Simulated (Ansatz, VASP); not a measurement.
## Two plane-wave programs on BP4

```
B P
1.0
    -2.45403    2.45403    3.27283
     2.45403   -2.45403    3.27283
     2.45403    2.45403   -3.27283
B P
1 4
Direct
  0.00000 0.00000 0.00000
  0.27961 0.27961 0.00000
  0.72039 0.72039 0.00000
  0.75000 0.25000 0.50000
  0.25000 0.75000 0.50000
```

Change from the starting cell: species swapped into the RbIn4 type (I4/mmm, No. 139).

Alike in both runs: functional PBE; k mesh 6 × 6 × 6; occupations gaussian, width 0.1 eV; no spin polarisation.

Ansatz relaxed the structure, and its values are those at the end. VASP's run is a single point on that final structure, the one shown.

|  | VASP | Ansatz |
| --- | --- | --- |
| version | VASP 6.6.1 | Ansatz 0.2.0 |
| potentials or method | VASP PAW PBE potentials, release 64 (B, P), cutoff 520 eV | scalar-relativistic, plane waves, PAW |
| valence electrons in the cell | 23 | 23 |

|  | VASP | Ansatz | Ansatz less VASP |
| --- | --- | --- | --- |
| gap on the k mesh at the Fermi level (eV) | none | none | - |
| pressure (GPa) | -0.1 | 0.0 | +0.16 |
| rms of the force components (eV/Å) | 0.012 | 0.001 | -0.0109 |

A gap of «none» marks a metal or a gap that the smearing closes. The functional is the same, so the differences come from potentials, cutoffs and numerics.
